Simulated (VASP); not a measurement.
# Te2Mo in VASP: notebook, part 2 of 2

VASP 6.6.1. Earlier steps stand in the parts before.

### Step 3. Single point, LDA

This run uses another cell than the first one, of 64.12 Å³/atom, 0.962 times its volume.

INCAR reads:

```
SYSTEM = Te2Mo
ALGO = Normal
EDIFF = 1E-7
ENCUT = 520
ISIF = 2
ISMEAR = 0
LASPH = .True.
LCHARG = .False.
LREAL = .False.
LWAVE = .False.
NBANDS = 20
NELM = 100
PREC = Accurate
SIGMA = 0.01
```

KPOINTS reads:

```
k-points
0
Gamma
  12 12 2
  0 0 0
```

POSCAR reads:

```
Te2Mo
1.0
    3.5602328140      0.0000000000      0.0000000000
   -1.7801164070      3.0832520603      0.0000000000
    0.0000000000      0.0000000000     17.5240578200
Te Mo
2 1
Direct
    0.3333333333      0.6666666667      0.1021445500
    0.3333333333      0.6666666667      0.8978554500
    0.0000000000      0.0000000000      0.0000000000
```

Potentials or basis: VASP PAW LDA potentials, release 64 (Te, Mo_sv).

Run with:

```bash
> cat potpaw_LDA.64/Te/POTCAR potpaw_LDA.64/Mo_sv/POTCAR > POTCAR
> mpirun -np 1 vasp_std > vasp.out
```

OUTCAR:

```text
SYSTEM = Te2Mo
   EDIFF = 1E-7
   ENCUT = 520
   ISIF = 2
   ISMEAR = 0
   LASPH = .True.
   LREAL = .False.
   NELM = 100
   PREC = Accurate

 ion  position               nearest neighbor table
   1  0.333  0.667  0.102-   3 2.73   3 2.73   3 2.73   2 3.58
   2  0.333  0.667  0.898-   3 2.73   3 2.73   3 2.73   1 3.58
   3  0.000  0.000  0.000-   1 2.73   2 2.73   1 2.73   2 2.73   1 2.73   2 2.73

  LATTYP: Found a hexagonal cell.
 ALAT       =     3.5602328140
 C/A-ratio  =     4.9221662558

  Lattice vectors:

 A1 = (   3.5602328140,   0.0000000000,   0.0000000000)
 A2 = (  -1.7801164070,   3.0832520603,   0.0000000000)
 A3 = (   0.0000000000,   0.0000000000,  17.5240578200)

Analysis of symmetry for initial positions (statically):
[... 9 lines left out ...]
 out of a pool of 24 trial point group operations.

The static configuration has the point symmetry D_3h.

Analysis of symmetry for dynamics (positions and initial velocities):
[... 9 lines left out ...]
 out of a pool of 24 trial point group operations.

The dynamic configuration has the point symmetry D_3h.

 Subroutine INISYM returns: Found 12 space group operations
[... 5 lines left out ...]
                                     Primitive cell

  volume of cell :     192.3633

  direct lattice vectors                    reciprocal lattice vectors
     3.560232814  0.000000000  0.000000000     0.280880508  0.162166437  0.000000000
    -1.780116407  3.083252060  0.000000000     0.000000000  0.324332873  0.000000000
     0.000000000  0.000000000 17.524057820     0.000000000  0.000000000  0.057064409

  length of vectors
     3.560232814  3.560232814 17.524057820     0.324332873  0.324332873  0.057064409

  position of ions in fractional coordinates (direct lattice)
     0.333333333  0.666666667  0.102144550
     0.333333333  0.666666667  0.897855450
     0.000000000  0.000000000  0.000000000

  ion indices of the primitive-cell ions
   primitive index   ion index
                 1           1
                 2           2
                 3           3

----------------------------------------------------------------------------------------

 KPOINTS: k-points

Automatic generation of k-mesh.
 Grid dimensions read from file:
 generate k-points for:   12   12    2

 Generating k-lattice:

  Cartesian coordinates                     Fractional coordinates (reciprocal lattice)
     0.023406709  0.013513870  0.000000000     0.083333333  0.000000000  0.000000000
     0.000000000  0.027027739  0.000000000     0.000000000  0.083333333  0.000000000
     0.000000000  0.000000000  0.028532204     0.000000000  0.000000000  0.500000000

  Length of vectors
     0.027027739  0.027027739  0.028532204

  Shift w.r.t. Gamma in fractional coordinates (k-lattice)
     0.000000000  0.000000000  0.000000000

 Subroutine IBZKPT returns following result:
 ===========================================

 Found     38 irreducible k-points:

 Following reciprocal coordinates:
            Coordinates               Weight
  0.000000  0.000000  0.000000      1.000000
  0.083333  0.000000  0.000000      6.000000
  0.166667  0.000000  0.000000      6.000000
  0.250000  0.000000  0.000000      6.000000
  0.333333  0.000000  0.000000      6.000000
  0.416667  0.000000  0.000000      6.000000
[... 16 lines left out ...]
  0.250000  0.000000  0.500000      6.000000
  0.333333  0.000000  0.500000      6.000000
 [... further k-points ...]
   k-points           NKPTS =     38   k-points in BZ     NKDIM =     38   number of bands    NBANDS=     20
   number of dos      NEDOS =    301   number of ions     NIONS =      3
   total plane-waves  NPLWV = 109760
   dimension x,y,z NGX =    28 NGY =   28 NGZ =  140
   dimension x,y,z NGXF=    56 NGYF=   56 NGZF=  280
   ions per type =               2   1
   NGX,Y,Z   is equivalent  to a cutoff of  13.07, 13.07, 13.28 a.u.
   NGXF,Y,Z  is equivalent  to a cutoff of  26.15, 26.15, 26.56 a.u.
 SYSTEM =  Te2Mo
   PREC   = accura    normal or accurate (medium, high low for compatibility)
   ISTART =      0    job   : 0-new  1-cont  2-samecut
   ICHARG =      2    charge: 1-file 2-atom 10-const
   ISPIN  =      1    spin polarized calculation?
   LNONCOLLINEAR =      F non collinear calculations
   LSORBIT =      F    spin-orbit coupling
   LASPH  =      T    aspherical Exc in radial PAW
   ENCUT  =  520.0 eV  38.22 Ry    6.18 a.u.   6.62  6.62 32.58*2*pi/ulx,y,z
   NELM   =    100;   NELMIN=  2; NELMDL= -5     # of ELM steps
   EDIFF  = 0.1E-06   stopping-criterion for ELM
   LREAL  =      F    real-space projection
   EDIFFG = 0.1E-05   stopping-criterion for IOM
   NSW    =      0    number of steps for IOM
   IBRION =     -1    ionic relax: 0-MD 1-quasi-New 2-CG
   NFREE  =      0    steps in history (QN), initial steepest desc. (CG)
   ISIF   =      2    stress and relaxation
   ISYM   =      2    0-nonsym 1-usesym 2-fastsym
   POTIM  = 0.5000    time-step for ionic-motion
   TEBEG  =    0.0;   TEEND  =   0.0 temperature during run
   PSTRESS=    0.0 pullay stress
   NELECT =      26.0000    total number of electrons
   NUPDOWN=      -1.0000    fix difference up-down
   EMIN   =  10.00;   EMAX   =-10.00  energy-range for DOS
   EFERMI =   0.00;   METHOD = LEGACY
   ISMEAR =     0;   SIGMA  =   0.01  broadening in eV -4-tet -1-fermi 0-gaus
   EFERMI_NEDOS =   21; number of points for ismear=-14 and -15
   IALGO  =     38    algorithm
   IMIX   =      4    mixing-type and parameters
     AMIX     =   0.40;   BMIX     =  1.00
     AMIX_MAG =   1.60;   BMIX_MAG =  1.00
  volume/ion in A,a.u.               =      64.12       432.71
  Fermi-wavevector in a.u.,A,eV,Ry     =   0.840153  1.587660  9.603777  0.705858
  Thomas-Fermi vector in A             =   1.954489
   LORBIT       =      0    0 simple, 1 ext, 2 COOP (PROOUT), +10 PAW based schemes
   GGA     = CA    functional components
   LHFCALC =     F    Hartree Fock is set to
   AEXX    =    0.0000 exact exchange contribution
   IVDW    =     0    specifies the selected vdW correction
   LEPSILON=     F    determine dielectric tensor
   LRPA    =     F    only Hartree local field effects (RPA)
 non-spin polarized calculation
 Gauss-broadening in eV      SIGMA  =   0.01
  energy-cutoff  :      520.00
  volume of cell :      192.36
 maximum number of plane-waves:      5262
 NGX is ok and might be reduce to    28
   NGX = 13   NGY = 13   NGZ = 65

 number of electron      26.0000000 magnetization

 Free energy of the ion-electron system (eV)
  ---------------------------------------------------
  ext. energy  EPLUGINS =         0.00000000
  ---------------------------------------------------
  free energy    TOTEN  =       -20.41233246 eV

  energy without entropy =      -20.41233246  energy(sigma->0) =      -20.41233246

 E-fermi :  -0.0329     XC(G=0):  -4.8260

 val. band max:       -0.1342621315   @ k =   0.3333   0.3333   0.5000
 cond. band min:       0.9095815109   @ k =   0.3333   0.3333   0.0000
 fundamental gap:      1.0438436424
 Fermi energy:        -0.0328873713

 k-point     1 :       0.0000    0.0000    0.0000
  band No.  band energies     occupation
      1     -60.4382      2.00000
      2     -34.7740      2.00000
      3     -34.6669      2.00000
      4     -34.6669      2.00000
      5     -12.6716      2.00000
      6     -11.6917      2.00000
[... 12 lines left out ...]
     19       4.7627      0.00000
     20       5.5597      0.00000

 k-point     2 :       0.0833    0.0000    0.0000
  band No.  band energies     occupation
      1     -60.4377      2.00000
      2     -34.7723      2.00000
      3     -34.6748      2.00000
      4     -34.6687      2.00000
      5     -12.5787      2.00000
      6     -11.6285      2.00000
[... 12 lines left out ...]
     19       4.8781      0.00000
     20       5.7781      0.00000
[... 465 lines left out ...]
      3     -34.7257      2.00000
      4     -34.6806      2.00000
      5     -11.8945      2.00000
      6     -11.1670      2.00000
[... 12 lines left out ...]
     19       5.5171      0.00000
     20       6.6487      0.00000

 k-point    24 :       0.3333    0.0000    0.5000
  band No.  band energies     occupation
      1     -60.4318      2.00000
      2     -34.7548      2.00000
      3     -34.7543      2.00000
      4     -34.6874      2.00000
      5     -11.4011      2.00000
      6     -10.8420      2.00000
[... 12 lines left out ...]
     19       5.8209      0.00000
     20       5.9950      0.00000

 [... further k-points ...]

------------------------ aborting loop because EDIFF is reached ----------------------------------------

  FORCE on cell =-STRESS in cart. coord.  units (eV):
  Direction    XX          YY          ZZ          XY          YZ          ZX
  --------------------------------------------------------------------------------------
  -------------------------------------------------------------------------------------
  Total       -2.3752239     -2.3752239     -1.3378549      0.0000000     -0.0000000      0.0000000
  in kB      -19.7830398    -19.7830398    -11.1428811      0.0000000     -0.0000000      0.0000000
  external PRESSURE =     -16.9029869 kB  Pullay stress =       0.0000000 kB

 VOLUME and BASIS-vectors are now :
 -----------------------------------------------------------------------------
  energy-cutoff  :      520.00
  volume of cell :      192.36
      direct lattice vectors                 reciprocal lattice vectors
     3.560232814  0.000000000  0.000000000     0.280880508  0.162166437  0.000000000
    -1.780116407  3.083252060  0.000000000     0.000000000  0.324332873  0.000000000
     0.000000000  0.000000000 17.524057820     0.000000000  0.000000000  0.057064409

 POSITION                                       TOTAL-FORCE (eV/Angst)
 -----------------------------------------------------------------------------------
     -0.00000      2.05550      1.78999        -0.000000      0.000000     -0.370135
     -0.00000      2.05550     15.73407        -0.000000      0.000000      0.370135
      0.00000      0.00000      0.00000         0.000000     -0.000000      0.000000
 -----------------------------------------------------------------------------------
    total drift:                                0.000000     -0.000000     -0.000000

  FREE ENERGIE OF THE ION-ELECTRON SYSTEM (eV)
  ---------------------------------------------------
  free  energy   TOTEN  =       -20.4123324627 eV

  energy  without entropy=      -20.4123324627  energy(sigma->0) =      -20.41233246
```

OSZICAR:

```text
N       E                     dE             d eps       ncg     rms          rms(c)
DAV:   1     0.140405404638E+03    0.14041E+03   -0.11461E+04  1976   0.104E+03
DAV:   2    -0.125837846782E+02   -0.15299E+03   -0.14901E+03  2048   0.232E+02
DAV:   3    -0.209605762475E+02   -0.83768E+01   -0.83098E+01  1968   0.461E+01
[... 15 lines left out ...]
DAV:  19    -0.204123268726E+02   -0.66374E-05   -0.18391E-07  1416   0.151E-03    0.576E-04
DAV:  20    -0.204123319569E+02   -0.50843E-05   -0.24189E-07  1348   0.126E-03    0.100E-03
DAV:  21    -0.204123323466E+02   -0.38961E-06   -0.13098E-08  1388   0.555E-04    0.405E-04
DAV:  22    -0.204123324478E+02   -0.10129E-06   -0.43294E-09  1104   0.299E-04    0.675E-05
DAV:  23    -0.204123324627E+02   -0.14860E-07   -0.47032E-10  1108   0.842E-05
   1 F= -.20412332E+02 E0= -.20412332E+02  d E =-.181640E-48
```

stdout:

```text
POSCAR found type information on POSCAR TeMo
 POSCAR found :  2 types and       3 ions
 scaLAPACK will be used
 LDA part: xc-table for (Slater(with rela. corr.)+CA(PZ))
 , standard interpolation
 POSCAR, INCAR and KPOINTS ok, starting setup
 FFT: planning ... GRIDC
 FFT: planning ... GRID_SOFT
 FFT: planning ... GRID
 WAVECAR not read
 entering main loop
```

Run time: 3.2 min. Hardware: 1 thread of Intel Xeon Platinum 8488C (Sapphire Rapids), shared host; peak memory 0.35 GiB.

What came out:

- Free energy: -20.4123 eV
- Largest force: 0.370 eV/Å
- Band gap on the k mesh: 1.04 eV, direct

Forces in eV/Å, atoms in the order of the input:
```
Te   0.000  0.000 -0.370
Te   0.000  0.000  0.370
Mo   0.000  0.000  0.000
```

Caveat: spin-orbit coupling is left out, which moves the levels of the heavy elements.

### Step 4. Single point, PBEsol

This run uses another cell than the first one, of 64.12 Å³/atom, 0.962 times its volume.

INCAR reads:

```
SYSTEM = Te2Mo
ALGO = Normal
EDIFF = 1E-7
ENCUT = 520
GGA = PS
ISIF = 2
ISMEAR = 0
LASPH = .TRUE.
LCHARG = .FALSE.
LREAL = .FALSE.
LWAVE = .FALSE.
NBANDS = 20
NELM = 60
PREC = Accurate
SIGMA = 0.01
```

KPOINTS reads:

```
k-points
0
G
  12 12 2
  0 0 0
```

POSCAR is that of step 3.

Potentials or basis: VASP PAW PBE potentials, release 64 (Te, Mo_sv).

Run with:

```bash
> cat potpaw_PBE.64/Te/POTCAR potpaw_PBE.64/Mo_sv/POTCAR > POTCAR
> mpirun -np 1 vasp_std > vasp.out
```

It took 3.2 min on 1 thread of Intel Xeon Platinum 8488C (Sapphire Rapids), shared host; peak memory 0.39 GiB.

The run converged. Its results:

```yaml
Free_energy: -19.5859 eV
Largest_force: 0.146 eV/Å
Band_gap_on_the_k_mesh: 1.05 eV, direct
```

Forces in eV/Å, atoms in the order of the input:
```
Te   0.000  0.000 -0.146
Te   0.000  0.000  0.146
Mo   0.000  0.000  0.000
```

Levels at points of the mesh, in eV from the valence-band top:
| k point | band 11 | band 12 | band 13 | band 14 | band 15 | band 16 |
| --- | --- | --- | --- | --- | --- | --- |
| (0.00, 0.00, 0.00) | -0.90 | -0.90 | -0.38 | 3.07 | 3.07 | 3.37 |
| (0.50, 0.00, 0.00) | -1.53 | -0.71 | -0.34 | 1.39 | 1.74 | 3.32 |
| (0.00, 0.00, 0.50) | -0.90 | -0.90 | -0.38 | 3.07 | 3.07 | 3.37 |
| (0.50, 0.00, 0.50) | -1.53 | -0.71 | -0.34 | 1.39 | 1.74 | 3.32 |

Caveat: the PAW data sets were made with another functional, which shifts forces and pressure a little; spin-orbit coupling is left out, which moves the levels of the heavy elements.

### Step 5. Single point, r2SCAN

This run uses another cell than the first one, of 64.12 Å³/atom, 0.962 times its volume.

POSCAR is that of step 4.

INCAR.step1 reads:

```
SYSTEM = Te2Mo
PREC = Accurate
ENCUT = 520
ISMEAR = 0
SIGMA = 0.01
LREAL = .False.
LASPH = .True.
NELM = 60
NBANDS = 20
GGA = PE
ALGO = Normal
EDIFF = 1E-4
LWAVE = .True.
LCHARG = .False.
```

INCAR.step2 reads:

```
SYSTEM = Te2Mo
PREC = Accurate
ENCUT = 520
EDIFF = 1E-6
ISMEAR = 0
SIGMA = 0.01
LREAL = .False.
LASPH = .True.
NELM = 60
ALGO = Normal
ISIF = 2
LWAVE = .False.
LCHARG = .False.
METAGGA = R2SCAN
LMIXTAU = .True.
NBANDS = 20
ISTART = 1
```

KPOINTS reads:

```
Automatic mesh
0
Gamma
  12 12 2
  0 0 0
```

Run with:

```bash
> cat potpaw_PBE.64/Te/POTCAR potpaw_PBE.64/Mo_sv/POTCAR > POTCAR
> cp INCAR.step1 INCAR
> mpirun -np 1 vasp_std > vasp.out
> cp INCAR.step2 INCAR
> mpirun -np 1 vasp_std > vasp.out
```

Run time: 9.5 min. Hardware: 1 thread of Intel Xeon Platinum 8488C (Sapphire Rapids), shared host; peak memory 0.45 GiB.

It converged, with:

* Free energy: -77.7711 eV
* Largest force: 0.019 eV/Å
* Band gap on the k mesh: 1.13 eV, direct

Forces on the atoms (eV/Å):
```
Te   0.000  0.000  0.019
Te   0.000  0.000 -0.019
Mo   0.000  0.000  0.000
```

Levels at points of the mesh, in eV from the valence-band top:
```tsv
k point	band 11	band 12	band 13	band 14	band 15	band 16
(0.00, 0.00, 0.00)	-1.01	-1.01	-0.41	3.17	3.17	3.48
(0.50, 0.00, 0.00)	-1.70	-0.75	-0.47	1.47	1.85	3.55
(0.00, 0.00, 0.50)	-1.01	-1.01	-0.41	3.17	3.17	3.48
(0.50, 0.00, 0.50)	-1.70	-0.75	-0.47	1.47	1.85	3.55
```

Caveat: the PAW data sets were made with another functional, which shifts forces and pressure a little; spin-orbit coupling is left out, which moves the levels of the heavy elements.

### Step 6. Summary

```tsv
level	potentials or basis	cell	k mesh	smearing	gap on the mesh (eV)	largest force (eV/Å)
PBEsol	VASP PAW PBE potentials, release 64 (Te, Mo_sv)	a = 3.607, b = 3.607, c = 17.755 Å, angles 90.0, 90.0, 120.0°, 3 atoms	9 × 9 × 2	fermi-dirac 0.05 eV	0.99	0.66
LDA	VASP PAW LDA potentials, release 64 (Te, Mo_sv)	a = 3.560, b = 3.560, c = 17.524 Å, angles 90.0, 90.0, 120.0°, 3 atoms	12 × 12 × 2	gaussian 0.01 eV	1.04	0.37
PBEsol	VASP PAW PBE potentials, release 64 (Te, Mo_sv)	a = 3.560, b = 3.560, c = 17.524 Å, angles 90.0, 90.0, 120.0°, 3 atoms	12 × 12 × 2	gaussian 0.01 eV	1.05	0.15
r2SCAN	VASP PAW PBE potentials, release 64 (Te, Mo_sv)	a = 3.560, b = 3.560, c = 17.524 Å, angles 90.0, 90.0, 120.0°, 3 atoms	12 × 12 × 2	gaussian 0.01 eV	1.13	0.02
```

Alike in all rows: task single point; no spin polarisation; cutoff (eV) 520.

Caveats: spin-orbit coupling is left out, which moves the levels of the heavy elements; the PAW data sets were made with another functional, which shifts forces and pressure a little (some runs).

Absolute energies hang on the potentials; compare differences alone.
